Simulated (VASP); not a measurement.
# Al: single point with PBE

The system is Al.

```xyz
1
Lattice="0.0000 1.5151 1.5151 1.5151 0.0000 1.5151 1.5151 1.5151 0.0000" Properties=species:S:1:pos:R:3 pbc="T T T"
Al    0.0000    0.0000    0.0000
```

| Property | Result |
| --- | --- |
| Program | VASP 6.6.1 |
| Task | single point |
| Functional | PBE |
| Potentials or basis | VASP PAW PBE potentials, release 64 (Al) |
| Cutoff | 500 eV |
| k mesh | 22 × 22 × 22 |
| Occupations | fermi-dirac, width 0.08 eV |
| Spin | no spin polarisation |
| Dipole correction | no |
| Further INCAR settings | ALGO = Normal; EDIFF = 1e-06; NBANDS = 8 |

```
Pressure               : 403.5 GPa
Band gap on the k mesh : zero (an odd number of electrons rules out a gap without spin polarisation)
```

Levels at points of the mesh, in eV from the Fermi level:
```
           k point  band 1  band 2  band 3  band 4  band 5  band 6
(0.00, 0.00, 0.00)  -17.87   18.89   18.89   18.89   24.64   29.27
(0.50, 0.00, 0.00)   -7.87   -5.53   16.61   16.61   22.49   25.22
(0.50, 0.50, 0.00)   -4.19   -2.97    5.28   12.29   12.29   24.07
```

Run time: 15 s on 1 thread of Intel Xeon 8259CL, with other jobs on the host, peak memory 0.12 GiB.

Caveat: the cell stands under pressure.
